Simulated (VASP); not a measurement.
A run of VASP 6.6.1 is set up as follows.

File INCAR:

```
ALGO = Normal
EDIFF = 1E-6
ENCUT = 700
GGA_COMPAT = F
ISIF = 2
ISMEAR = -1
LASPH = T
LCHARG = T
LELF = T
LREAL = F
LVHAR = T
LWAVE = F
NBANDS = 36
NELM = 120
PREC = Accurate
SIGMA = 0.05
```

File KPOINTS:

```
k-points
0
Gamma
  5 5 7
```

Contents of POSCAR:

```
TaN
1.0
    5.1461633866      0.0000000000      0.0000000000
   -2.5730816933      4.4567082248      0.0000000000
    0.0000000000      0.0000000000      2.8780605264
Ta N
3 3
Direct
    0.3333333333      0.6666666667      0.5000000000
    0.6666666667      0.3333333333      0.5000000000
    0.0000000000      0.0000000000      0.0000000000
    0.3935118484      0.0000000000      0.0000000000
    0.6064881516      0.6064881516      0.0000000000
    0.0000000000      0.3935118484      0.0000000000
```

Potentials or basis: VASP PAW LDA potentials, release 64 (Ta_sv_GW, N).

Run with:

```console
$ cat potpaw_LDA.64/Ta_sv_GW/POTCAR potpaw_LDA.64/N/POTCAR > POTCAR
$ mpirun -np 1 vasp_std > vasp.out
```

Question: Estimate the largest force.

Answer: 0.017 eV/Å.

Question: What does it give for the pressure?

Answer: 1.1 GPa.

Question: Estimate the band gap on the k mesh.

Answer: Zero (bands 27 and 28 overlap by 2.74 eV).

Forces on the atoms (eV/Å):
```
Ta   0.000  0.000  0.000
Ta   0.000  0.000  0.000
Ta   0.000  0.000  0.000
N    0.017  0.000  0.000
N   -0.008 -0.015  0.000
N   -0.008  0.015  0.000
```

Caveat: spin-orbit coupling is left out, which moves the levels of the heavy elements.
